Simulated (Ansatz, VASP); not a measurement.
FeCo in VASP and in Ansatz

```xyz
4
Lattice="2.8455 0.0000 0.0000 0.0000 2.8455 0.0000 0.0000 0.0000 5.6910" Properties=species:S:1:pos:R:3 pbc="T T T"
Fe    1.4228    1.4228    1.4228
Fe    1.4228    1.4228    4.2683
Co    0.0000    0.0000    0.0000
Co    0.0000    0.0000    2.8455
```

Alike in both runs: task single point; functional PBE; k mesh 12 × 12 × 6; occupations gaussian, width 0.05 eV; collinear spin.

```csv
,VASP,Ansatz
version,VASP 6.6.1,Ansatz 0.2.0
potentials or method,"VASP PAW PBE potentials, release 64 (Fe, Co), cutoff 600 eV","scalar-relativistic, plane waves, PAW"
valence electrons in the cell,34,66
```

Ansatz gave:

```
gap on the k mesh at the Fermi level (eV)                     : none
pressure (GPa)                                                : -0.1
net moment per atom (μB)                                      : 2.27
size of the moment on the site where the two differ most (μB) : 1.83
```

Question: Estimate VASP's values.

Answer: gap on the k mesh at the Fermi level (eV): none; pressure (GPa): -0.7; net moment per atom (μB): 2.27; size of the moment on the site where the two differ most (μB): 1.77.

Site moments also hang on the region over which each program counts them. A gap of «none» marks a metal or a gap that the smearing closes. With one functional, cell and mesh, what is left measures potentials, basis and numerics. VASP's potentials hold 34 valence electrons a cell and Ansatz's 66, so a difference there can come from the potentials and not from the codes.
